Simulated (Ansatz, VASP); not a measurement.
## Two plane-wave programs on In4O

File INCAR:

```
SYSTEM = In4O
ALGO = Normal
EDIFF = 1E-6
EDIFFG = -0.01
ENCUT = 600
GGA = PE
IBRION = 2
ISIF = 3
ISMEAR = 0
LASPH = .TRUE.
LCHARG = .FALSE.
LREAL = .FALSE.
LWAVE = .FALSE.
NELM = 100
NSW = 100
PREC = Accurate
SIGMA = 0.1
```

File KPOINTS:

```
k-points
0
G
  8 8 8
  0 0 0
```

Contents of POSCAR:

```
In4O
1.0
   -3.2593506805      3.2593506805      3.2593506805
    3.2593506805     -3.2593506805      3.2593506805
    3.2593506805      3.2593506805     -3.2593506805
In O
4 1
Direct
    0.4013676457      0.4013676457      0.4013676457
    0.5986323543      0.0000000000      0.0000000000
    0.0000000000      0.0000000000      0.5986323543
    0.0000000000      0.5986323543      0.0000000000
    0.0000000000      0.0000000000      0.0000000000
```

Input for Ansatz:

```yaml
crystal:
  lattice:
    - [-3.2593506805, 3.2593506805, 3.2593506805]
    - [3.2593506805, -3.2593506805, 3.2593506805]
    - [3.2593506805, 3.2593506805, -3.2593506805]
  atoms:
    - { symbol: In, position: [0.4013676457, 0.4013676457, 0.4013676457] }
    - { symbol: In, position: [0.5986323543, 0.0, 0.0] }
    - { symbol: In, position: [0.0, 0.0, 0.5986323543] }
    - { symbol: In, position: [0.0, 0.5986323543, 0.0] }
    - { symbol: O, position: [0.0, 0.0, 0.0] }
basis:
  ecutwfc: 420
kpoints:
  mp_grid: { grid: [8, 8, 8] }
hamiltonian:
  xc: pbe
scf:
  occupations: { method: gaussian, width: 0.1 }
output:
  forces: true
  stress: true
  eigenvalues: true
relax:
  adjacent_minimum: "off"
  f_tol: 0.01
  max_steps: 80
  cell: { stress_tol: 0.05 }
```

Change from the starting cell: species swapped into the GeF4 type (I-43m, No. 217).

Alike in both runs: task relaxation of cell and atoms; functional PBE; k mesh 8 × 8 × 8; occupations gaussian, width 0.1 eV; no spin polarisation.

|  | VASP | Ansatz |
| --- | --- | --- |
| version | VASP 6.6.1 | Ansatz 0.2.0 |
| potentials or method | VASP PAW PBE potentials, release 64 (In_d, O), cutoff 600 eV | scalar-relativistic, plane waves, PAW |
| valence electrons in the cell | 58 | 58 |

|  | VASP | Ansatz | Ansatz less VASP |
| --- | --- | --- | --- |
| gap on the k mesh at the Fermi level, each at its own relaxed structure (eV) | none | none | - |
| relaxed volume (Å³/atom) | 27.10 | 27.16 | +0.059 |
| relaxed cell length with the largest relative difference (Å) | 5.604 | 5.608 | +0.0040 |

A gap of «none» marks a metal or a gap that the smearing closes.
